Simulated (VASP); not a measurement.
A run of VASP 6.6.1 is set up as follows.

Contents of INCAR:

```
SYSTEM = Ni
ALGO     = Normal         ! electronic algorithm
EDIFF    = 1E-6           ! SCF threshold, eV
ENCUT    = 520            ! plane-wave cutoff, eV
GGA      = PS             ! functional
ISIF     = 2              ! what is computed and relaxed
ISMEAR   = -1             ! smearing method
LASPH    = .TRUE.         ! aspherical terms in the spheres
LCHARG   = .FALSE.        ! write CHGCAR
LREAL    = .FALSE.        ! projectors in reciprocal space
LWAVE    = .FALSE.        ! write WAVECAR
NBANDS   = 17             ! bands
NELM     = 80             ! most SCF steps
PREC     = Accurate       ! precision mode
SIGMA    = 0.1            ! smearing width, eV
```

The input KPOINTS:

```
k-points
0
G
  17 17 17
  0 0 0
```

POSCAR

```
Ni
1.0
   -2.7674310000      2.7674310000      2.7674310000
    1.3837150000     -1.3837150000      1.3837150000
    1.3837150000      1.3837150000     -1.3837150000
Ni
2
Direct
    0.0000000000      0.0000000000      0.0000000000
    0.5000000000      0.0000000000      0.0000000000
```

Potentials or basis: VASP PAW PBE potentials, release 64 (Ni).

The run is started by

```sh
$ cat potpaw_PBE.64/Ni/POTCAR > POTCAR
$ mpirun -np 1 vasp_std > vasp.out
```

Q: What does it give for the pressure?

A: -3.8 GPa.

Q: Estimate the band gap on the k mesh.

A: Zero (band 10 reaches 9.75 eV, above the bottom of band 11 at 8.83 eV).

Caveat: the PAW data sets were made with another functional, which shifts forces and pressure a little; the run has no spin polarisation, though such a crystal can be magnetic. Spin polarisation is off, so any magnetic state and its effect on volume and gap are missing.
